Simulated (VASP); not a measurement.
Input of a VASP 6.6.1 run:

File INCAR:

```
SYSTEM = CdTe
  PREC = Accurate
  ENCUT = 520
  EDIFF = 1E-7
  ISMEAR = -1
  SIGMA = 0.05
  LREAL = .FALSE.
  LASPH = .TRUE.
  NELM = 80
  ALGO = Normal
  ISIF = 2
  LWAVE = .FALSE.
  LCHARG = .TRUE.
  GGA = PE
  LELF = .TRUE.
  LVHAR = .TRUE.
  NBANDS = 16
```

Contents of KPOINTS:

```
Automatic mesh
0
G
  10 10 10
  0 0 0
```

File POSCAR:

```
CdTe
1.0
    0.0000000000      2.9119357500      2.9119357500
    2.9119357500      0.0000000000      2.9119357500
    2.9119357500      2.9119357500      0.0000000000
Cd Te
1 1
Direct
    0.0000000000      0.0000000000      0.0000000000
    0.2500000000      0.2500000000      0.2500000000
```

Potentials or basis: VASP PAW PBE potentials, release 64 (Cd, Te).

The run is started by

```console
$ cat potpaw_PBE.64/Cd/POTCAR potpaw_PBE.64/Te/POTCAR > POTCAR
$ mpirun -np 1 vasp_std > vasp.out
```

Q: What does it give for the band gap on the k mesh?

A: 1.68 eV, indirect (least direct gap 1.77 eV).

Q: Estimate the pressure.

A: 34.1 GPa.

Caveat: spin-orbit coupling is left out, which moves the levels of the heavy elements. A k mesh can miss the band edges.
